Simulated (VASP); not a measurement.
Set up this calculation in VASP 6.6.1, as the native input.

- Task: relaxation of the atoms
- Functional: PBE
- Potentials or basis: VASP PAW PBE potentials, release 64 (B, N)
- Cutoff: 520 eV
- k mesh: 14 × 14 × 14
- Occupations: fermi-dirac, width 0.02 eV
- Spin: no spin polarisation
- Dipole correction: no
- Further INCAR settings: ALGO = Normal; EDIFF = 1e-07; IBRION = 2; EDIFFG = -0.02; NSW = 80

The structure of BN (Qingsongite) lies in POSCAR:

```
BN
1.0
    0.0000000000      1.7706018915      1.7706018915
    1.7706018915      0.0000000000      1.7706018915
    1.7706018915      1.7706018915      0.0000000000
B N
1 1
Direct
    0.0000000000      0.0000000000      0.0000000000
    0.2500000000      0.2500000000      0.2500000000
```

This cell differs from its parent crystal: volume scaled by 0.94.

One way to write it, as run:

INCAR

```
PREC     = Accurate       # precision mode
ENCUT    = 520            # plane-wave cutoff, eV
EDIFF    = 1E-7           # SCF threshold, eV
ISMEAR   = -1             # smearing method
SIGMA    = 0.02           # smearing width, eV
LREAL    = F              # projectors in reciprocal space
LASPH    = T              # aspherical terms in the spheres
NELM     = 100            # most SCF steps
ALGO     = Normal         # electronic algorithm
ISIF     = 2              # what is computed and relaxed
LWAVE    = F              # write WAVECAR
LCHARG   = F              # write CHGCAR
GGA      = PE             # functional
IBRION   = 2              # ionic algorithm
NSW      = 80             # ionic steps
EDIFFG   = -0.02          # ionic threshold
```

KPOINTS

```
regular mesh
0
Gamma
  14 14 14
```

Potentials or basis: VASP PAW PBE potentials, release 64 (B, N).

Run with:

```bash
$ cat potpaw_PBE.64/B/POTCAR potpaw_PBE.64/N/POTCAR > POTCAR
$ mpirun -np 1 vasp_std > vasp.out
```

It gave:

```yaml
Pressure_after_relaxing: 30.0 GPa
Band_gap_on_the_k_mesh: 4.52 eV, indirect (least direct gap 9.12 eV)
```

Caveat: the relaxation stopped at its first step, so nothing moved.

It took 6.3 s on 1 thread of Intel(R) Xeon(R) Platinum 8488C (Sapphire Rapids) (shared host), peak memory 0.12 GiB.
